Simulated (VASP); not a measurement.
Write the native input for VASP 6.6.1 that does the following.

* Task: single point
* Functional: r2SCAN
* Potentials or basis: VASP PAW PBE potentials, release 64 (Al, N)
* Cutoff: 520 eV
* k mesh: 8 × 8 × 8
* Occupations: gaussian, width 0.05 eV
* Spin: no spin polarisation
* Dipole correction: no
* Further INCAR settings: ALGO = Normal; EDIFF = 1e-06; NBANDS = 11

Crystal: AlN.

```
CELL_PARAMETERS angstrom
0.00000 1.99149 1.99149
1.99149 0.00000 1.99149
1.99149 1.99149 0.00000
ATOMIC_POSITIONS crystal
Al 0.50000 0.50000 0.50000
N 0.00000 0.00000 0.00000
```

This cell differs from its parent crystal: volume scaled by 0.960.

These files were run (other wordings do the same):

POSCAR

```
AlN
1.0
    0.0000000000      1.9914889927      1.9914889927
    1.9914889927      0.0000000000      1.9914889927
    1.9914889927      1.9914889927      0.0000000000
Al N
1 1
Direct
    0.5000000000      0.5000000000      0.5000000000
    0.0000000000      0.0000000000      0.0000000000
```

INCAR.step1

```
PREC = Accurate
ENCUT = 520
ISMEAR = 0
SIGMA = 0.05
LREAL = False
LASPH = True
NELM = 100
NBANDS = 11
GGA = PE
ALGO = Normal
EDIFF = 1E-4
LWAVE = True
LCHARG = False
```

INCAR.step2

```
PREC = Accurate
ENCUT = 520
EDIFF = 1E-6
ISMEAR = 0
SIGMA = 0.05
LREAL = False
LASPH = True
NELM = 100
ALGO = Normal
ISIF = 2
LWAVE = False
LCHARG = False
METAGGA = R2SCAN
LMIXTAU = True
NBANDS = 11
ISTART = 1
```

KPOINTS

```
regular mesh
0
Gamma
  8 8 8
```

Potentials or basis: VASP PAW PBE potentials, release 64 (Al, N).

The run is started by

```sh
$ cat potpaw_PBE.64/Al/POTCAR potpaw_PBE.64/N/POTCAR > POTCAR
$ cp INCAR.step1 INCAR
$ mpirun -np 1 vasp_std > vasp.out
$ cp INCAR.step2 INCAR
$ mpirun -np 1 vasp_std > vasp.out
```

It gave:

* Pressure: 11.4 GPa
* Band gap on the k mesh: 5.90 eV, indirect (least direct gap 7.21 eV)

Caveat: the PAW data sets were made with another functional, which shifts forces and pressure a little.

Wall time 19 s on 1 thread of Intel Xeon 8259CL, with other jobs on the host, peak memory 0.14 GiB.
